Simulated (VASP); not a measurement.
# SiGe7: relaxation of cell and atoms with PBE

Crystal: SiGe7.

```
Si Ge
1.0
     7.96000    0.00000    0.00000
    -3.98000    6.89356    0.00000
     0.00000    0.00000    6.57000
Si Ge
2 14
Direct
  0.33333 0.66667 0.50000
  0.66667 0.33333 0.00000
  0.66667 0.83333 0.37500
  0.16667 0.33333 0.37500
  0.16667 0.83333 0.37500
  0.66667 0.33333 0.37500
  0.83333 0.66667 0.50000
  0.83333 0.16667 0.50000
  0.33333 0.16667 0.50000
  0.33333 0.66667 0.87500
  0.66667 0.83333 0.00000
  0.16667 0.33333 0.00000
  0.16667 0.83333 0.00000
  0.83333 0.66667 0.87500
  0.83333 0.16667 0.87500
  0.33333 0.16667 0.87500
```

```yaml
Program: VASP 6.6.1
Task: relaxation of cell and atoms
Functional: PBE
Potentials_or_basis: VASP PAW PBE potentials, release 64 (Si, Ge_d)
Cutoff: 600 eV
k_mesh: 3 × 3 × 3
Occupations: gaussian, width 0.2 eV
Spin: no spin polarisation
Dipole_correction: no
Further_INCAR_settings: LREAL = Auto; ALGO = Normal; EDIFF = 1e-06; IBRION = 2; EDIFFG = -0.08; NSW = 36; ISIF = 3
```

```
Relaxed volume                        : 23.37 Å³/atom
Relaxed cell                          : a = 8.068 Å, b = 8.068 Å, c = 6.633 Å, α = 90.00°, β = 90.00°, γ = 120.00°
Space group after relaxing (to 0.1 Å) : P6_3mc (No. 186)
Energy gained by relaxing             : 10.7 meV/atom
Ionic steps                           : 7
Pressure after relaxing               : 0.1 GPa
Largest force after relaxing          : 0.032 eV/Å
Band gap on the k mesh                : 0.08 eV
```

Forces in eV/Å, atoms in the order of the input:
```
Si   0.000  0.000 -0.024
Si   0.000  0.000 -0.024
Ge   0.023  0.013  0.019
Ge   0.000 -0.026  0.019
Ge  -0.023  0.013  0.019
Ge   0.000  0.000  0.026
Ge   0.000 -0.025 -0.020
Ge  -0.022  0.013 -0.020
Ge   0.022  0.013 -0.020
Ge   0.000  0.000  0.026
Ge  -0.022 -0.013 -0.020
Ge   0.000  0.025 -0.020
Ge   0.022 -0.013 -0.020
Ge   0.000  0.026  0.019
Ge   0.023 -0.013  0.019
Ge  -0.023 -0.013  0.019
```

Stress tensor (GPa, compression positive):
```
-0.02  0.00  0.00
 0.00 -0.02  0.00
 0.00  0.00  0.19
```

Step by step:
```
step  energy change (eV)  largest force (eV/Å)  pressure (GPa)  volume (Å³)
   1              0.0000                0.5229            2.40       360.51
   2             -0.1448                0.2041           -0.66       378.44
   3             -0.1485                0.2337           -0.27       375.89
   4             -0.1662                0.1264           -0.13       374.89
   5             -0.1692                0.0899           -0.10       374.37
   6             -0.1693                0.0819           -0.01       374.26
   7             -0.1710                0.0324            0.05       373.91
```

Final structure:
```cif
data_structure
_symmetry_space_group_name_H-M 'P 1'
_symmetry_Int_Tables_number 1
_cell_length_a 8.0679
_cell_length_b 8.0679
_cell_length_c 6.6331
_cell_angle_alpha 90.000
_cell_angle_beta 90.000
_cell_angle_gamma 120.000
_cell_volume 373.91
loop_
_atom_site_label
_atom_site_type_symbol
_atom_site_fract_x
_atom_site_fract_y
_atom_site_fract_z
_atom_site_occupancy
Si1 Si 0.33333 0.66667 0.50050 1
Si2 Si 0.66667 0.33333 0.00050 1
Ge1 Ge 0.66111 0.83056 0.37684 1
Ge2 Ge 0.16944 0.33889 0.37684 1
Ge3 Ge 0.16944 0.83056 0.37684 1
Ge4 Ge 0.66667 0.33333 0.36801 1
Ge5 Ge 0.83284 0.66568 0.50033 1
Ge6 Ge 0.83284 0.16716 0.50033 1
Ge7 Ge 0.33432 0.16716 0.50033 1
Ge8 Ge 0.33333 0.66667 0.86801 1
Ge9 Ge 0.66568 0.83284 0.00033 1
Ge10 Ge 0.16716 0.33432 0.00033 1
Ge11 Ge 0.16716 0.83284 0.00033 1
Ge12 Ge 0.83056 0.66111 0.87684 1
Ge13 Ge 0.83056 0.16944 0.87684 1
Ge14 Ge 0.33889 0.16944 0.87684 1
```

Levels at points of the mesh, in eV from the valence-band top:
```
           k point  band 100  band 101  band 102  band 103  band 104  band 105
(0.00, 0.00, 0.00)     -0.19     -0.11      0.00      0.08      0.08      0.44
```

Run time: 40 min on 1 thread of Intel(R) Xeon(R) Platinum 8559C (Emerald Rapids) (shared host), peak memory 0.63 GiB.

Caveat: the smearing spreads over this small gap; semilocal functionals underestimate gaps, and a narrow one can read as zero; the relaxation stopped at a loose force limit of 0.08 eV/Å, so its end isn't a converged minimum. A k mesh can miss the band edges.
